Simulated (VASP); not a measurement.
Here is a VASP 6.6.1 calculation.

Contents of INCAR:

```
SYSTEM = C2N
PREC = Accurate
ENCUT = 600
EDIFF = 1E-6
ISMEAR = 0
SIGMA = 0.1
LREAL = .False.
LASPH = .True.
NELM = 80
ALGO = Normal
ISIF = 3
LWAVE = .False.
LCHARG = .False.
GGA = PE
IBRION = 2
NSW = 100
EDIFFG = -0.01
```

Contents of KPOINTS:

```
Automatic mesh
0
Gamma
  6 6 14
  0 0 0
```

POSCAR

```
C2N
1.0
    6.6379002046      0.0000000000      0.0000000000
   -3.3189501023      5.7485902050      0.0000000000
    0.0000000000      0.0000000000      2.4943454123
C N
4 2
Direct
    0.6666666667      0.3333333333      0.2500000000
    0.3333333333      0.6666666667      0.7500000000
    0.0000000000      0.0000000000      0.0000000000
    0.0000000000      0.0000000000      0.5000000000
    0.6666666667      0.3333333333      0.7500000000
    0.3333333333      0.6666666667      0.2500000000
```

Potentials or basis: VASP PAW PBE potentials, release 64 (C, N).

Command:

```sh
$ cat potpaw_PBE.64/C/POTCAR potpaw_PBE.64/N/POTCAR > POTCAR
$ mpirun -np 1 vasp_std > vasp.out
```

Question: Predict the relaxed volume.

Answer: 14.92 Å³/atom.

Question: What does it give for the space group after relaxing (to 0.1 Å)?

Answer: P6_3/mmc (No. 194).

Question: Estimate the relaxed cell.

Answer: a = 6.437 Å, b = 6.437 Å, c = 2.494 Å, α = 90.00°, β = 90.00°, γ = 120.00°.

Final structure:
```yaml
crystal:
  lattice:
    - [6.43747, 0.00000, 0.00000]
    - [-3.21873, 5.57501, 0.00000]
    - [0.00000, 0.00000, 2.49408]
  atoms:
    - { symbol: C, position: [0.66667, 0.33333, 0.25000] }
    - { symbol: C, position: [0.33333, 0.66667, 0.75000] }
    - { symbol: C, position: [0.00000, 0.00000, 0.00000] }
    - { symbol: C, position: [0.00000, 0.00000, 0.50000] }
    - { symbol: N, position: [0.66667, 0.33333, 0.75000] }
    - { symbol: N, position: [0.33333, 0.66667, 0.25000] }
```

Caveat: the highest band is partly filled, so the run has too few bands.
